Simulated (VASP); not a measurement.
# Sr (Fm-3m) in VASP: notebook

Sr is run at these levels: PBEsol; tasks: single point, relaxation of volume and atoms at fixed shape.

Program: VASP 6.6.1. These are calculated values, not measurements. Logs are shortened: lines on timing, memory, paths and dates and some standing lists are left out, and cuts for length are marked.

## (1) The cell of the first run

Symmetry: Fm-3m, No. 225, cubic system. Conventional cell: a = 5.916 Å, b = 5.916 Å, c = 5.916 Å, α = 90.00°, β = 90.00°, γ = 90.00°. Within 5.5 Å of Sr (site symmetry m-3m) lie 12 Sr at 4.18 Å.

## (2) Single point, PBEsol

File INCAR:

```
SYSTEM = Sr
PREC = Accurate
ENCUT = 520
EDIFF = 1E-6
ISMEAR = 1
SIGMA = 0.1
LREAL = .False.
LASPH = .True.
NELM = 60
ALGO = Normal
ISIF = 2
LWAVE = .False.
LCHARG = .False.
GGA = PS
NBANDS = 11
```

File KPOINTS:

```
regular mesh
0
Gamma
  7 7 7
  0 0 0
```

File POSCAR:

```
Sr
1.0
    4.1833496382      0.0000000000      0.0000000000
    2.0916748191      3.6228870596      0.0000000000
    2.0916748191      1.2076290199      3.4156906764
Sr
1
Direct
    0.0000000000      0.0000000000      0.0000000000
```

Potentials or basis: VASP PAW PBE potentials, release 64 (Sr_sv).

On the command line:

```sh
> cat potpaw_PBE.64/Sr_sv/POTCAR > POTCAR
> mpirun -np 1 vasp_std > vasp.out
```

OUTCAR:

```text
SYSTEM = Sr
   PREC = Accurate
   ENCUT = 520
   EDIFF = 1E-6
   ISMEAR = 1
   LREAL = .False.
   LASPH = .True.
   NELM = 60
   ISIF = 2
   GGA = PS

 ion  position               nearest neighbor table
   1  0.000  0.000  0.000-

  LATTYP: Found a face centered cubic cell.
 ALAT       =     5.9161497945

  Lattice vectors:

 A1 = (   4.1833496382,   0.0000000000,   0.0000000000)
 A2 = (   2.0916748191,   3.6228870596,   0.0000000000)
 A3 = (   2.0916748191,   1.2076290199,   3.4156906764)

Analysis of symmetry for initial positions (statically):
=====================================================================
 Subroutine PRICEL returns:
 Original cell was already a primitive cell.

 Routine SETGRP: Setting up the symmetry group for a
 face centered cubic supercell.

 Subroutine GETGRP returns: Found 48 space group operations
 (whereof 48 operations were pure point group operations)
 out of a pool of 48 trial point group operations.

The static configuration has the point symmetry O_h .

Analysis of symmetry for dynamics (positions and initial velocities):
=====================================================================
 Subroutine PRICEL returns:
 Original cell was already a primitive cell.

 Routine SETGRP: Setting up the symmetry group for a
 face centered cubic supercell.

 Subroutine GETGRP returns: Found 48 space group operations
 (whereof 48 operations were pure point group operations)
 out of a pool of 48 trial point group operations.

The dynamic configuration has the point symmetry O_h .

 Subroutine INISYM returns: Found 48 space group operations
 (whereof 48 operations are pure point group operations),
 and found     1 'primitive' translations

----------------------------------------------------------------------------------------

                                     Primitive cell

  volume of cell :      51.7675

  direct lattice vectors                    reciprocal lattice vectors
     4.183349638  0.000000000  0.000000000     0.239042893 -0.138011479 -0.097588852
     2.091674819  3.622887060  0.000000000     0.000000000  0.276022957 -0.097588852
     2.091674819  1.207629020  3.415690676     0.000000000  0.000000000  0.292766557

  length of vectors
     4.183349638  4.183349638  4.183349638     0.292766557  0.292766557  0.292766557

  position of ions in fractional coordinates (direct lattice)
     0.000000000  0.000000000  0.000000000

  ion indices of the primitive-cell ions
   primitive index   ion index
                 1           1

----------------------------------------------------------------------------------------

 KPOINTS: regular mesh

Automatic generation of k-mesh.
 Grid dimensions read from file:
 generate k-points for:    7    7    7

 Generating k-lattice:

  Cartesian coordinates                     Fractional coordinates (reciprocal lattice)
     0.034148985 -0.019715926 -0.013941265     0.142857143  0.000000000 -0.000000000
     0.000000000  0.039431851 -0.013941265     0.000000000  0.142857143 -0.000000000
     0.000000000  0.000000000  0.041823794     0.000000000  0.000000000  0.142857143

  Length of vectors
     0.041823794  0.041823794  0.041823794

  Shift w.r.t. Gamma in fractional coordinates (k-lattice)
     0.000000000  0.000000000  0.000000000

 Subroutine IBZKPT returns following result:
 ===========================================

 Found     20 irreducible k-points:

 Following reciprocal coordinates:
            Coordinates               Weight
  0.000000  0.000000  0.000000      1.000000
  0.142857  0.000000 -0.000000      8.000000
  0.285714  0.000000  0.000000      8.000000
  0.428571  0.000000  0.000000      8.000000
  0.142857  0.142857  0.000000      6.000000
  0.285714  0.142857  0.000000     24.000000
[... 12 lines left out ...]
 -0.428571  0.428571  0.142857     24.000000
 -0.285714  0.428571  0.142857     24.000000
   k-points           NKPTS =     20   k-points in BZ     NKDIM =     20   number of bands    NBANDS=     11
   number of dos      NEDOS =    301   number of ions     NIONS =      1
   total plane-waves  NPLWV =  32768
   dimension x,y,z NGX =    32 NGY =   32 NGZ =   32
   dimension x,y,z NGXF=    64 NGYF=   64 NGZF=   64
   ions per type =               1
   NGX,Y,Z   is equivalent  to a cutoff of  12.72, 12.72, 12.72 a.u.
   NGXF,Y,Z  is equivalent  to a cutoff of  25.43, 25.43, 25.43 a.u.
 SYSTEM =  Sr
   PREC   = accura    normal or accurate (medium, high low for compatibility)
   ISTART =      0    job   : 0-new  1-cont  2-samecut
   ICHARG =      2    charge: 1-file 2-atom 10-const
   ISPIN  =      1    spin polarized calculation?
   LNONCOLLINEAR =      F non collinear calculations
   LSORBIT =      F    spin-orbit coupling
   LASPH  =      T    aspherical Exc in radial PAW
   ENCUT  =  520.0 eV  38.22 Ry    6.18 a.u.   7.78  7.78  7.78*2*pi/ulx,y,z
   NELM   =     60;   NELMIN=  2; NELMDL= -5     # of ELM steps
   EDIFF  = 0.1E-05   stopping-criterion for ELM
   LREAL  =      F    real-space projection
   EDIFFG = 0.1E-04   stopping-criterion for IOM
   NSW    =      0    number of steps for IOM
   IBRION =     -1    ionic relax: 0-MD 1-quasi-New 2-CG
   NFREE  =      0    steps in history (QN), initial steepest desc. (CG)
   ISIF   =      2    stress and relaxation
   ISYM   =      2    0-nonsym 1-usesym 2-fastsym
   POTIM  = 0.5000    time-step for ionic-motion
   TEBEG  =    0.0;   TEEND  =   0.0 temperature during run
   PSTRESS=    0.0 pullay stress
   NELECT =      10.0000    total number of electrons
   NUPDOWN=      -1.0000    fix difference up-down
   EMIN   =  10.00;   EMAX   =-10.00  energy-range for DOS
   EFERMI =   0.00;   METHOD = LEGACY
   ISMEAR =     1;   SIGMA  =   0.10  broadening in eV -4-tet -1-fermi 0-gaus
   EFERMI_NEDOS =   21; number of points for ismear=-14 and -15
   IALGO  =     38    algorithm
   IMIX   =      4    mixing-type and parameters
     AMIX     =   0.40;   BMIX     =  1.00
     AMIX_MAG =   1.60;   BMIX_MAG =  1.00
  volume/ion in A,a.u.               =      51.77       349.34
  Fermi-wavevector in a.u.,A,eV,Ry     =   0.946358  1.788358 12.185301  0.895594
  Thomas-Fermi vector in A             =   2.074349
   LORBIT       =      0    0 simple, 1 ext, 2 COOP (PROOUT), +10 PAW based schemes
   GGA     = PS    functional components
   LHFCALC =     F    Hartree Fock is set to
   AEXX    =    0.0000 exact exchange contribution
   IVDW    =     0    specifies the selected vdW correction
   LEPSILON=     F    determine dielectric tensor
   LRPA    =     F    only Hartree local field effects (RPA)
 non-spin polarized calculation
 Methfessel and Paxton  Order N= 1 SIGMA  =   0.10
  energy-cutoff  :      520.00
  volume of cell :       51.77
 maximum number of plane-waves:      1411
   NGX = 15   NGY = 15   NGZ = 15

 number of electron      10.0000000 magnetization

 Free energy of the ion-electron system (eV)
  ---------------------------------------------------
  ext. energy  EPLUGINS =         0.00000000
  ---------------------------------------------------
  free energy    TOTEN  =        -1.84095438 eV

  energy without entropy =       -1.83890288  energy(sigma->0) =       -1.84027055

 E-fermi :   1.7556     XC(G=0):  -7.6206

 val. band max:        1.7191747263   @ k =  -0.2857   0.4286   0.1429
 cond. band min:       1.7911416825   @ k =  -0.4286   0.2857   0.0000
 fundamental gap:      0.0719669562
 Fermi energy:         1.7556134010

 k-point     1 :       0.0000    0.0000    0.0000
  band No.  band energies     occupation
      1     -34.7156      2.00000
      2     -16.6050      2.00000
      3     -16.6050      2.00000
      4     -16.6050      2.00000
      5      -2.0473      2.00000
      6       4.0999      0.00000
      7       4.0999      0.00000
      8       4.0999      0.00000
      9       5.6740      0.00000
     10       5.6740      0.00000
     11       9.0051      0.00000

 k-point     2 :       0.1429    0.0000   -0.0000
  band No.  band energies     occupation
      1     -34.7120      2.00000
      2     -16.6527      2.00000
      3     -16.6113      2.00000
      4     -16.6113      2.00000
      5      -1.7035      2.00000
      6       3.6200     -0.00000
      7       4.2393      0.00000
      8       4.2393      0.00000
      9       5.5053      0.00000
     10       5.5053      0.00000
     11       9.6442      0.00000

 k-point     3 :       0.2857    0.0000    0.0000
  band No.  band energies     occupation
      1     -34.7041      2.00000
      2     -16.7576      2.00000
      3     -16.6254      2.00000
      4     -16.6254      2.00000
      5      -0.7851      2.00000
      6       2.7717     -0.00000
      7       4.2095      0.00000
      8       4.2095      0.00000
      9       5.7728      0.00000
     10       5.7728      0.00000
     11       8.4955      0.00000

 k-point     4 :       0.4286    0.0000    0.0000
  band No.  band energies     occupation
      1     -34.6977      2.00000
      2     -16.8395      2.00000
      3     -16.6367      2.00000
      4     -16.6367      2.00000
      5       0.2925      2.00000
      6       2.0308     -0.00070
      7       3.9711      0.00000
      8       3.9711      0.00000
      9       6.6125      0.00000
     10       6.6125      0.00000
     11       7.7787      0.00000
[... 183 lines left out ...]
 k-point    18 :      -0.4286    0.2857    0.1429
  band No.  band energies     occupation
      1     -34.6937      2.00000
      2     -16.8037      2.00000
      3     -16.7131      2.00000
      4     -16.6619      2.00000
      5       1.0550      2.00000
      6       2.0546     -0.00020
      7       2.8853     -0.00000
      8       4.5799      0.00000
      9       6.0810      0.00000
     10       6.9556      0.00000
     11       7.6166      0.00000

 k-point    19 :      -0.4286    0.4286    0.1429
  band No.  band energies     occupation
      1     -34.6916      2.00000
      2     -16.8064      2.00000
      3     -16.7164      2.00000
      4     -16.6883      2.00000
      5       1.1880      2.00000
      6       2.1679     -0.00000
      7       2.6616     -0.00000
      8       5.0137      0.00000
      9       6.4709      0.00000
     10       7.1294      0.00000
     11       7.6132      0.00000

 k-point    20 :      -0.2857    0.4286    0.1429
  band No.  band energies     occupation
      1     -34.6910      2.00000
      2     -16.7757      2.00000
      3     -16.7608      2.00000
      4     -16.6844      2.00000
      5       1.7192      1.57369
      6       2.0894     -0.00002
      7       2.4719     -0.00000
      8       4.4241      0.00000
      9       6.6157      0.00000
     10       6.6761      0.00000
     11       8.0297      0.00000

------------------------ aborting loop because EDIFF is reached ----------------------------------------

  FORCE on cell =-STRESS in cart. coord.  units (eV):
  Direction    XX          YY          ZZ          XY          YZ          ZX
  --------------------------------------------------------------------------------------
  -------------------------------------------------------------------------------------
  Total       -0.0112720     -0.0112720     -0.0112720      0.0000000     -0.0000000      0.0000000
  in kB       -0.3488629     -0.3488629     -0.3488629      0.0000000     -0.0000000      0.0000000
  external PRESSURE =      -0.3488629 kB  Pullay stress =       0.0000000 kB

 VOLUME and BASIS-vectors are now :
 -----------------------------------------------------------------------------
  energy-cutoff  :      520.00
  volume of cell :       51.77
      direct lattice vectors                 reciprocal lattice vectors
     4.183349638  0.000000000  0.000000000     0.239042893 -0.138011479 -0.097588852
     2.091674819  3.622887060  0.000000000     0.000000000  0.276022957 -0.097588852
     2.091674819  1.207629020  3.415690676     0.000000000  0.000000000  0.292766557

 POSITION                                       TOTAL-FORCE (eV/Angst)
 -----------------------------------------------------------------------------------
      0.00000      0.00000      0.00000         0.000000     -0.000000      0.000000
 -----------------------------------------------------------------------------------
    total drift:                                0.000000      0.000000      0.000000

  FREE ENERGIE OF THE ION-ELECTRON SYSTEM (eV)
  ---------------------------------------------------
  free  energy   TOTEN  =        -1.8409543831 eV

  energy  without entropy=       -1.8389028753  energy(sigma->0) =       -1.84027055
```

Run time: 5.3 s. Hardware: 1 thread of Intel Xeon 6975P-C (Granite Rapids), shared host; peak memory 0.17 GiB.

Results:

```
Free energy            : -1.8410 eV
Pressure               : 0.0 GPa
Band gap on the k mesh : 0.07 eV, indirect (least direct gap 0.31 eV)
```

Caveat: the PAW data sets were made with another functional, which shifts forces and pressure a little.

## (3) Relaxation of volume and atoms at fixed shape, PBEsol

This run uses another cell than the first one, of 56.32 Å³/atom, 1.088 times its volume.

File INCAR:

```
SYSTEM = Sr
PREC = Accurate ; ENCUT = 600
EDIFF = 1E-7 ; ISMEAR = 1
SIGMA = 0.1 ; LREAL = .False.
LASPH = .True. ; NELM = 60
ALGO = Normal ; ISIF = 8
LWAVE = .False. ; LCHARG = .False.
GGA = PS ; IBRION = 2
NSW = 80 ; EDIFFG = -0.01
```

File KPOINTS:

```
Automatic mesh
0
Gamma
  7 7 7
  0 0 0
```

File POSCAR:

```
Sr
1.0
    4.3025330000      0.0000000000      0.0000000000
    2.1512665000      3.7261028786      0.0000000000
    2.1512665000      1.2420342929      3.5130034838
Sr
1
Direct
    0.0000000000      0.0000000000      0.0000000000
```

Potentials or basis: VASP PAW PBE potentials, release 64 (Sr_sv).

On the command line:

```sh
> cat potpaw_PBE.64/Sr_sv/POTCAR > POTCAR
> mpirun -np 1 vasp_std > vasp.out
```

Wall time 24 s (1 thread of Intel Xeon 6975P-C (Granite Rapids), shared host); peak memory 0.2 GiB.

Results (log left out):

* Free energy: -1.8410 eV
* Relaxed volume: 51.60 Å³/atom
* Relaxed cell: a = 4.179 Å, b = 4.179 Å, c = 4.179 Å, α = 60.00°, β = 60.00°, γ = 60.00°
* Space group after relaxing (to 0.05 Å): Fm-3m (No. 225)
* Energy gained by relaxing: 13.4 meV/atom
* Ionic steps: 4
* Pressure after relaxing: 0.0 GPa
* Band gap on the k mesh: 0.07 eV, indirect (least direct gap 0.31 eV)

The path:
```tsv
step	energy change (eV)	largest force (eV/Å)	pressure (GPa)	volume (Å³)
1	0.0000	0.0000	-0.85	56.32
2	-0.0098	0.0000	-0.46	53.93
3	-0.0134	0.0000	-0.03	51.75
4	-0.0134	0.0000	0.00	51.60
```

Final structure:
```cif
data_structure
_symmetry_space_group_name_H-M 'P 1'
_symmetry_Int_Tables_number 1
_cell_length_a 4.1788
_cell_length_b 4.1788
_cell_length_c 4.1788
_cell_angle_alpha 60.000
_cell_angle_beta 60.000
_cell_angle_gamma 60.000
_cell_volume 51.60
loop_
_atom_site_label
_atom_site_type_symbol
_atom_site_fract_x
_atom_site_fract_y
_atom_site_fract_z
_atom_site_occupancy
Sr1 Sr 0.00000 0.00000 0.00000 1
```

Levels at points of the mesh, in eV from the valence-band top:
```tsv
k point	band 3	band 4	band 5	band 6	band 7	band 8
(0.00, 0.00, 0.00)	-18.32	-18.32	-3.77	2.39	2.39	2.39
```

Caveat: the PAW data sets were made with another functional, which shifts forces and pressure a little. A k mesh can miss the band edges.
